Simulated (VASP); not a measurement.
A run of VASP 6.6.1 is set up as follows.

The input POSCAR:

```
Ti
1.0
    3.0827477641      0.0000000000      0.0000000000
   -1.5413738821      2.6697378772      0.0000000000
    0.0000000000      0.0000000000      4.6860000000
Ti
2
Direct
    0.3333333333      0.6666666667      0.2500000000
    0.6666666667      0.3333333333      0.7500000000
```

File INCAR.step1:

```
SYSTEM = Ti
  PREC = Accurate
  ENCUT = 520
  ISMEAR = 0
  SIGMA = 0.15
  LREAL = .FALSE.
  LASPH = .TRUE.
  NELM = 80
  NBANDS = 19
  GGA = PE
  ALGO = Normal
  EDIFF = 1E-4
  LWAVE = .TRUE.
  LCHARG = .FALSE.
```

INCAR.step2

```
SYSTEM = Ti
  PREC = Accurate
  ENCUT = 520
  EDIFF = 1E-7
  ISMEAR = 0
  SIGMA = 0.15
  LREAL = .FALSE.
  LASPH = .TRUE.
  NELM = 80
  ALGO = Normal
  ISIF = 2
  LWAVE = .FALSE.
  LCHARG = .FALSE.
  METAGGA = R2SCAN
  LMIXTAU = .TRUE.
  NBANDS = 19
  ISTART = 1
```

File KPOINTS:

```
regular mesh
0
G
  18 18 10
  0 0 0
```

Potentials or basis: VASP PAW PBE potentials, release 64 (Ti_sv).

Command:

```bash
$ cat potpaw_PBE.64/Ti_sv/POTCAR > POTCAR
$ cp INCAR.step1 INCAR
$ mpirun -np 1 vasp_std > vasp.out
$ cp INCAR.step2 INCAR
$ mpirun -np 1 vasp_std > vasp.out
```

Q: Estimate the pressure.

A: -10.2 GPa.

Q: What does it give for the band gap on the k mesh?

A: Zero (bands 12 and 13 overlap by 1.14 eV).

Stress tensor (GPa, compression positive):
```
-11.48   0.00   0.00
  0.00 -11.48   0.00
  0.00   0.00  -7.53
```

Caveat: the cell differs from its parent crystal (strain +0.0450 x Voigt [1, 1, 0, 0, 0, 0]); the cell stands under tension; the PAW data sets were made with another functional, which shifts forces and pressure a little.
